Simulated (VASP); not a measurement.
# Rb (Im-3m) in VASP: further runs

The runs below take Rb through single point, with PBE.

Program: VASP 6.6.1. These are calculated values, not measurements. Logs are shortened: lines on timing, memory, paths and dates and some standing lists are left out, and cuts for length are marked.

## Step 1: The cell of the first run

It takes space group Im-3m (No. 229, cubic). Conventional cell: a = 5.433 Å, b = 5.433 Å, c = 5.433 Å, α = 90.00°, β = 90.00°, γ = 90.00°.

## Step 2: Single point, PBE (volume scaled by 0.88)

The input, INCAR:

```
SYSTEM = Rb
PREC = Accurate
ENCUT = 520
EDIFF = 1E-6
ISMEAR = 0
SIGMA = 0.1
LREAL = .False.
LASPH = .True.
NELM = 80
ALGO = Fast
ISIF = 2
LWAVE = .False.
LCHARG = .False.
GGA = PE
NBANDS = 10
```

The input, KPOINTS:

```
Automatic mesh
0
Gamma
  10 10 10
  0 0 0
```

The input, POSCAR:

```
Rb
1.0
   -2.7167456903      2.7167456903      2.7167456903
    2.7167456903     -2.7167456903      2.7167456903
    2.7167456903      2.7167456903     -2.7167456903
Rb
1
Direct
    0.0000000000      0.0000000000      0.0000000000
```

Potentials or basis: VASP PAW PBE potentials, release 64 (Rb_sv).

Command:

```bash
$ cat potpaw_PBE.64/Rb_sv/POTCAR > POTCAR
$ mpirun -np 1 vasp_std > vasp.out
```

OUTCAR:

```text
SYSTEM = Rb
   PREC = Accurate
   ENCUT = 520
   EDIFF = 1E-6
   ISMEAR = 0
   LREAL = .False.
   LASPH = .True.
   NELM = 80
   ISIF = 2
   GGA = PE

 ion  position               nearest neighbor table
   1  0.000  0.000  0.000-

  LATTYP: Found a body centered cubic cell.
 ALAT       =     5.4334913806

  Lattice vectors:

 A1 = (  -2.7167456903,   2.7167456903,   2.7167456903)
 A2 = (   2.7167456903,  -2.7167456903,   2.7167456903)
 A3 = (   2.7167456903,   2.7167456903,  -2.7167456903)

Analysis of symmetry for initial positions (statically):
=====================================================================
 Subroutine PRICEL returns:
 Original cell was already a primitive cell.

 Routine SETGRP: Setting up the symmetry group for a
 body centered cubic supercell.

 Subroutine GETGRP returns: Found 48 space group operations
 (whereof 48 operations were pure point group operations)
 out of a pool of 48 trial point group operations.

The static configuration has the point symmetry O_h .

Analysis of symmetry for dynamics (positions and initial velocities):
=====================================================================
 Subroutine PRICEL returns:
 Original cell was already a primitive cell.

 Routine SETGRP: Setting up the symmetry group for a
 body centered cubic supercell.

 Subroutine GETGRP returns: Found 48 space group operations
 (whereof 48 operations were pure point group operations)
 out of a pool of 48 trial point group operations.

The dynamic configuration has the point symmetry O_h .

 Subroutine INISYM returns: Found 48 space group operations
 (whereof 48 operations are pure point group operations),
 and found     1 'primitive' translations

----------------------------------------------------------------------------------------

                                     Primitive cell

  volume of cell :      80.2060

  direct lattice vectors                    reciprocal lattice vectors
    -2.716745690  2.716745690  2.716745690     0.000000000  0.184043726  0.184043726
     2.716745690 -2.716745690  2.716745690     0.184043726  0.000000000  0.184043726
     2.716745690  2.716745690 -2.716745690     0.184043726  0.184043726  0.000000000

  length of vectors
     4.705541567  4.705541567  4.705541567     0.260277134  0.260277134  0.260277134

  position of ions in fractional coordinates (direct lattice)
     0.000000000  0.000000000  0.000000000

  ion indices of the primitive-cell ions
   primitive index   ion index
                 1           1

----------------------------------------------------------------------------------------

 KPOINTS: Automatic mesh

Automatic generation of k-mesh.
 Grid dimensions read from file:
 generate k-points for:   10   10   10

 Generating k-lattice:

  Cartesian coordinates                     Fractional coordinates (reciprocal lattice)
     0.000000000  0.018404373  0.018404373     0.100000000  0.000000000  0.000000000
     0.018404373  0.000000000  0.018404373     0.000000000  0.100000000  0.000000000
     0.018404373  0.018404373  0.000000000     0.000000000  0.000000000  0.100000000

  Length of vectors
     0.026027713  0.026027713  0.026027713

  Shift w.r.t. Gamma in fractional coordinates (k-lattice)
     0.000000000  0.000000000  0.000000000

 Subroutine IBZKPT returns following result:
 ===========================================

 Found     47 irreducible k-points:

 Following reciprocal coordinates:
            Coordinates               Weight
  0.000000  0.000000  0.000000      1.000000
  0.100000  0.000000  0.000000     12.000000
  0.200000  0.000000  0.000000     12.000000
  0.300000  0.000000  0.000000     12.000000
  0.400000  0.000000  0.000000     12.000000
  0.500000  0.000000  0.000000      6.000000
[... 16 lines left out ...]
  0.300000  0.300000  0.100000      8.000000
 -0.300000  0.300000  0.100000     24.000000
 [... further k-points ...]
   k-points           NKPTS =     47   k-points in BZ     NKDIM =     47   number of bands    NBANDS=     10
   number of dos      NEDOS =    301   number of ions     NIONS =      1
   total plane-waves  NPLWV =  46656
   dimension x,y,z NGX =    36 NGY =   36 NGZ =   36
   dimension x,y,z NGXF=    72 NGYF=   72 NGZF=   72
   ions per type =               1
   NGX,Y,Z   is equivalent  to a cutoff of  12.72, 12.72, 12.72 a.u.
   NGXF,Y,Z  is equivalent  to a cutoff of  25.44, 25.44, 25.44 a.u.
 SYSTEM =  Rb
   PREC   = accura    normal or accurate (medium, high low for compatibility)
   ISTART =      0    job   : 0-new  1-cont  2-samecut
   ICHARG =      2    charge: 1-file 2-atom 10-const
   ISPIN  =      1    spin polarized calculation?
   LNONCOLLINEAR =      F non collinear calculations
   LSORBIT =      F    spin-orbit coupling
   LASPH  =      T    aspherical Exc in radial PAW
   ENCUT  =  520.0 eV  38.22 Ry    6.18 a.u.   8.75  8.75  8.75*2*pi/ulx,y,z
   NELM   =     80;   NELMIN=  2; NELMDL= -5     # of ELM steps
   EDIFF  = 0.1E-05   stopping-criterion for ELM
   LREAL  =      F    real-space projection
   EDIFFG = 0.1E-04   stopping-criterion for IOM
   NSW    =      0    number of steps for IOM
   IBRION =     -1    ionic relax: 0-MD 1-quasi-New 2-CG
   NFREE  =      0    steps in history (QN), initial steepest desc. (CG)
   ISIF   =      2    stress and relaxation
   ISYM   =      2    0-nonsym 1-usesym 2-fastsym
   POTIM  = 0.5000    time-step for ionic-motion
   TEBEG  =    0.0;   TEEND  =   0.0 temperature during run
   PSTRESS=    0.0 pullay stress
   NELECT =       9.0000    total number of electrons
   NUPDOWN=      -1.0000    fix difference up-down
   EMIN   =  10.00;   EMAX   =-10.00  energy-range for DOS
   EFERMI =   0.00;   METHOD = LEGACY
   ISMEAR =     0;   SIGMA  =   0.10  broadening in eV -4-tet -1-fermi 0-gaus
   EFERMI_NEDOS =   21; number of points for ismear=-14 and -15
   IALGO  =     68    algorithm
   IMIX   =      4    mixing-type and parameters
     AMIX     =   0.40;   BMIX     =  1.00
     AMIX_MAG =   1.60;   BMIX_MAG =  1.00
  volume/ion in A,a.u.               =      80.21       541.26
  Fermi-wavevector in a.u.,A,eV,Ry     =   0.789623  1.492172  8.483302  0.623505
  Thomas-Fermi vector in A             =   1.894802
   LORBIT       =      0    0 simple, 1 ext, 2 COOP (PROOUT), +10 PAW based schemes
   GGA     = PE    functional components
   LHFCALC =     F    Hartree Fock is set to
   AEXX    =    0.0000 exact exchange contribution
   IVDW    =     0    specifies the selected vdW correction
   LEPSILON=     F    determine dielectric tensor
   LRPA    =     F    only Hartree local field effects (RPA)
 non-spin polarized calculation
 RMM-DIIS sequential band-by-band and
 Gauss-broadening in eV      SIGMA  =   0.10
  energy-cutoff  :      520.00
  volume of cell :       80.21
 maximum number of plane-waves:      2214
   NGX = 17   NGY = 17   NGZ = 17

 number of electron       9.0000000 magnetization

 Free energy of the ion-electron system (eV)
  ---------------------------------------------------
  ext. energy  EPLUGINS =         0.00000000
  ---------------------------------------------------
  free energy    TOTEN  =        -0.92150050 eV

  energy without entropy =       -0.91513566  energy(sigma->0) =       -0.91831808

 E-fermi :   0.3236     XC(G=0):  -5.7803

 val. band max:        0.3224811123   @ k =  -0.3000   0.4000   0.2000
 cond. band min:       0.4069918328   @ k =  -0.4000   0.4000   0.2000
 fundamental gap:      0.0845107205
 Fermi energy:         0.3236238982

 k-point     1 :       0.0000    0.0000    0.0000
  band No.  band energies     occupation
      1     -28.5311      2.00000
      2     -12.5573      2.00000
      3     -12.5573      2.00000
      4     -12.5573      2.00000
      5      -1.8288      2.00000
      6       4.1079      0.00000
      7       4.1079      0.00000
      8       4.1079      0.00000
      9       5.1326      0.00000
     10       5.1326      0.00000

 k-point     2 :       0.1000    0.0000    0.0000
  band No.  band energies     occupation
      1     -28.5304      2.00000
      2     -12.5718      2.00000
      3     -12.5619      2.00000
      4     -12.5573      2.00000
      5      -1.6962      2.00000
      6       3.9079      0.00000
      7       3.9310      0.00000
      8       4.2348      0.00000
      9       4.8946      0.00000
     10       5.0865      0.00000

 k-point     3 :       0.2000    0.0000    0.0000
  band No.  band energies     occupation
      1     -28.5285      2.00000
      2     -12.6094      2.00000
      3     -12.5740      2.00000
      4     -12.5574      2.00000
      5      -1.3130      2.00000
      6       3.2357      0.00000
      7       3.5663      0.00000
      8       4.6097      0.00000
      9       4.8806      0.00000
     10       5.0389      0.00000

 k-point     4 :       0.3000    0.0000    0.0000
  band No.  band energies     occupation
      1     -28.5261      2.00000
      2     -12.6549      2.00000
      3     -12.5888      2.00000
      4     -12.5576      2.00000
      5      -0.7241      2.00000
      6       2.4539      0.00000
      7       3.2230      0.00000
      8       5.0113      0.00000
      9       5.1132      0.00000
     10       5.2151      0.00000
[... 222 lines left out ...]
 k-point    22 :      -0.2000    0.2000    0.1000
  band No.  band energies     occupation
      1     -28.5278      2.00000
      2     -12.6095      2.00000
      3     -12.5789      2.00000
      4     -12.5689      2.00000
      5      -1.1880      2.00000
      6       3.2663      0.00000
      7       3.5903      0.00000
      8       4.1403      0.00000
      9       4.5978      0.00000
     10       5.5742      0.00000

 k-point    23 :       0.3000    0.3000    0.1000
  band No.  band energies     occupation
      1     -28.5229      2.00000
      2     -12.6496      2.00000
      3     -12.6496      2.00000
      4     -12.5879      2.00000
      5       1.5063      0.00000
      6       1.5063      0.00000
      7       1.6497      0.00000
      8       3.9837      0.00000
      9       5.7366      0.00000
     10       5.7366      0.00000

 k-point    24 :      -0.3000    0.3000    0.1000
  band No.  band energies     occupation
      1     -28.5255      2.00000
      2     -12.6528      2.00000
      3     -12.5940      2.00000
      4     -12.5685      2.00000
      5      -0.6068      2.00000
      6       2.4801      0.00000
      7       3.2839      0.00000
      8       4.2359      0.00000
      9       5.1909      0.00000
     10       5.6308      0.00000

 [... further k-points ...]
[... 5 lines left out ...]
  --------------------------------------------------------------------------------------
  -------------------------------------------------------------------------------------
  Total        0.2304752      0.2304752      0.2304752      0.0000000     -0.0000000      0.0000000
  in kB        4.6039211      4.6039211      4.6039211      0.0000000     -0.0000000      0.0000000
  external PRESSURE =       4.6039211 kB  Pullay stress =       0.0000000 kB

 VOLUME and BASIS-vectors are now :
 -----------------------------------------------------------------------------
  energy-cutoff  :      520.00
  volume of cell :       80.21
      direct lattice vectors                 reciprocal lattice vectors
    -2.716745690  2.716745690  2.716745690     0.000000000  0.184043726  0.184043726
     2.716745690 -2.716745690  2.716745690     0.184043726  0.000000000  0.184043726
     2.716745690  2.716745690 -2.716745690     0.184043726  0.184043726  0.000000000

 POSITION                                       TOTAL-FORCE (eV/Angst)
 -----------------------------------------------------------------------------------
      0.00000      0.00000      0.00000         0.000000      0.000000     -0.000000
 -----------------------------------------------------------------------------------
    total drift:                               -0.000000      0.000000      0.000000

  FREE ENERGIE OF THE ION-ELECTRON SYSTEM (eV)
  ---------------------------------------------------
  free  energy   TOTEN  =        -0.9215005018 eV

  energy  without entropy=       -0.9151356643  energy(sigma->0) =       -0.91831808
```

Wall time 41 s (1 thread of Intel Xeon Platinum 8259CL at 2.50GHz (Skylake/Cascade Lake), shared host); peak memory 0.21 GiB.

Results:

```
Free energy : -0.9215 eV
Pressure    : 0.5 GPa
```

Levels at points of the mesh, in eV from the Fermi level:
| k point | band 2 | band 3 | band 4 | band 5 | band 6 | band 7 | band 8 | band 9 |
| --- | --- | --- | --- | --- | --- | --- | --- | --- |
| (0.00, 0.00, 0.00) | -12.88 | -12.88 | -12.88 | -2.15 | 3.78 | 3.78 | 3.78 | 4.81 |
| (0.50, 0.00, 0.00) | -13.03 | -12.93 | -12.88 | 0.20 | 0.88 | 2.59 | 4.52 | 5.49 |
| (0.50, 0.50, 0.50) | -12.98 | -12.98 | -12.98 | 1.15 | 1.15 | 3.59 | 3.59 | 3.59 |

## Step 3: Single point, PBE (volume scaled by 0.91)

The input, INCAR:

```
PREC = Accurate
ENCUT = 520
EDIFF = 1E-7
ISMEAR = 0
SIGMA = 0.1
LREAL = F
LASPH = T
NELM = 100
ALGO = Fast
ISIF = 2
LWAVE = F
LCHARG = T
GGA = PE
LELF = T
LVHAR = T
NBANDS = 10
```

The input, KPOINTS:

```
regular mesh
0
Gamma
  10 10 10
```

The input, POSCAR:

```
Rb
1.0
   -2.7472734780      2.7472734780      2.7472734780
    2.7472734780     -2.7472734780      2.7472734780
    2.7472734780      2.7472734780     -2.7472734780
Rb
1
Direct
    0.0000000000      0.0000000000      0.0000000000
```

Potentials or basis: VASP PAW PBE potentials, release 64 (Rb_sv).

Command:

```bash
$ cat potpaw_PBE.64/Rb_sv/POTCAR > POTCAR
$ mpirun -np 1 vasp_std > vasp.out
```

Wall time 49 s (1 thread of Intel Xeon Platinum 8259CL at 2.50GHz (Skylake/Cascade Lake), shared host); peak memory 0.21 GiB.

Results (log left out):

- Free energy: -0.9281 eV
- Pressure: 0.3 GPa

Levels at points of the mesh, in eV from the Fermi level:
```tsv
k point	band 3	band 4	band 5	band 6	band 7	band 8
(0.00, 0.00, 0.00)	-12.90	-12.90	-2.10	3.76	3.76	3.76
(0.50, 0.00, 0.00)	-12.94	-12.90	0.21	0.85	2.59	4.45
(0.50, 0.50, 0.50)	-12.99	-12.99	1.18	1.18	3.50	3.50
```

## Step 4: Single point, PBE (volume scaled by 0.94)

The input, INCAR:

```
  PREC = Accurate
  ENCUT = 520
  EDIFF = 1E-7
  ISMEAR = 0
  SIGMA = 0.1
  LREAL = False
  LASPH = True
  NELM = 100
  ALGO = Fast
  ISIF = 2
  LWAVE = False
  LCHARG = False
  GGA = PE
  NBANDS = 10
```

KPOINTS is that of step 3.

The input, POSCAR:

```
Rb
1.0
   -2.7771374859      2.7771374859      2.7771374859
    2.7771374859     -2.7771374859      2.7771374859
    2.7771374859      2.7771374859     -2.7771374859
Rb
1
Direct
    0.0000000000      0.0000000000      0.0000000000
```

Command:

```bash
$ cat potpaw_PBE.64/Rb_sv/POTCAR > POTCAR
$ mpirun -np 1 vasp_std > vasp.out
```

Wall time 50 s (1 thread of Intel Xeon Platinum 8259CL at 2.50GHz (Skylake/Cascade Lake), shared host); peak memory 0.21 GiB.

It converged, with:

```yaml
Free_energy: -0.9326 eV
Pressure: 0.2 GPa
```

Levels at points of the mesh, in eV from the Fermi level:
```
           k point  band 3  band 4  band 5  band 6  band 7  band 8
(0.00, 0.00, 0.00)  -12.91  -12.91   -2.06    3.73    3.73    3.73
(0.50, 0.00, 0.00)  -12.95  -12.91    0.22    0.82    2.59    4.38
(0.50, 0.50, 0.50)  -13.00  -13.00    1.21    1.21    3.41    3.41
```

## Step 5: Single point, PBE (volume scaled by 0.97)

The input, INCAR:

```
PREC = Accurate
ENCUT = 520
EDIFF = 1E-6
ISMEAR = 0
SIGMA = 0.1
LREAL = False
LASPH = True
NELM = 60
ALGO = Normal
ISIF = 2
LWAVE = False
LCHARG = False
GGA = PE
NBANDS = 10
```

KPOINTS is that of step 4.

The input, POSCAR:

```
Rb
1.0
   -2.8063726605      2.8063726605      2.8063726605
    2.8063726605     -2.8063726605      2.8063726605
    2.8063726605      2.8063726605     -2.8063726605
Rb
1
Direct
    0.0000000000      0.0000000000      0.0000000000
```

Command:

```bash
$ cat potpaw_PBE.64/Rb_sv/POTCAR > POTCAR
$ mpirun -np 1 vasp_std > vasp.out
```

Wall time 33 s (1 thread of Intel Xeon Platinum 8259CL at 2.50GHz (Skylake/Cascade Lake), shared host); peak memory 0.21 GiB.

Results (log left out):

- Free energy: -0.9351 eV
- Pressure: 0.1 GPa

Levels at points of the mesh, in eV from the Fermi level:
```tsv
k point	band 2	band 3	band 4	band 5	band 6	band 7	band 8	band 9
(0.00, 0.00, 0.00)	-12.93	-12.93	-12.93	-2.01	3.70	3.70	3.70	4.66
(0.50, 0.00, 0.00)	-13.04	-12.97	-12.93	0.23	0.80	2.59	4.31	5.24
(0.50, 0.50, 0.50)	-13.01	-13.01	-13.01	1.23	1.23	3.32	3.32	3.32
```

## Step 6: Single point, PBE (volume scaled by 1.03)

The input, INCAR:

```
SYSTEM = Rb
PREC = Accurate
ENCUT = 520
EDIFF = 1E-6
ISMEAR = 0
SIGMA = 0.1
LREAL = .False.
LASPH = .True.
NELM = 100
ALGO = Normal
ISIF = 2
LWAVE = .False.
LCHARG = .True.
GGA = PE
LELF = .True.
LVHAR = .True.
NBANDS = 10
```

The input, KPOINTS:

```
Automatic mesh
0
Gamma
  10 10 10
  0 0 0
```

The input, POSCAR:

```
Rb
1.0
   -2.8630823365      2.8630823365      2.8630823365
    2.8630823365     -2.8630823365      2.8630823365
    2.8630823365      2.8630823365     -2.8630823365
Rb
1
Direct
    0.0000000000      0.0000000000      0.0000000000
```

Potentials or basis: VASP PAW PBE potentials, release 64 (Rb_sv).

Command:

```bash
$ cat potpaw_PBE.64/Rb_sv/POTCAR > POTCAR
$ mpirun -np 1 vasp_std > vasp.out
```

It took 49 s on 1 thread of Intel Xeon Platinum 8259CL at 2.50GHz (Skylake/Cascade Lake), shared host; peak memory 0.24 GiB.

It converged, with:

- Free energy: -0.9353 eV
- Pressure: -0.1 GPa

Levels at points of the mesh, in eV from the Fermi level:
```csv
k point,band 3,band 4,band 5,band 6,band 7,band 8
"(0.00, 0.00, 0.00)",-12.97,-12.97,-1.93,3.65,3.65,3.65
"(0.50, 0.00, 0.00)",-13.00,-12.97,0.24,0.76,2.58,4.18
"(0.50, 0.50, 0.50)",-13.03,-13.03,1.28,1.28,3.17,3.17
```

## Step 7: The runs side by side

```csv
cell,gap on the mesh (eV),pressure (GPa)
"a = 4.706 Å, angles 109.5°, 1 atom",none,0.5
"a = 4.758 Å, angles 109.5°, 1 atom",none,0.3
"a = 4.810 Å, angles 109.5°, 1 atom",none,0.2
"a = 4.861 Å, angles 109.5°, 1 atom",none,0.1
"a = 4.959 Å, angles 109.5°, 1 atom",none,-0.1
```

Alike in all rows: task single point; level PBE; potentials or basis VASP PAW PBE potentials, release 64 (Rb_sv); no spin polarisation; k mesh 10 × 10 × 10; cutoff (eV) 520; smearing gaussian 0.1 eV.

Total energies depend on the potentials used, so only differences within one code and one set of settings carry meaning.
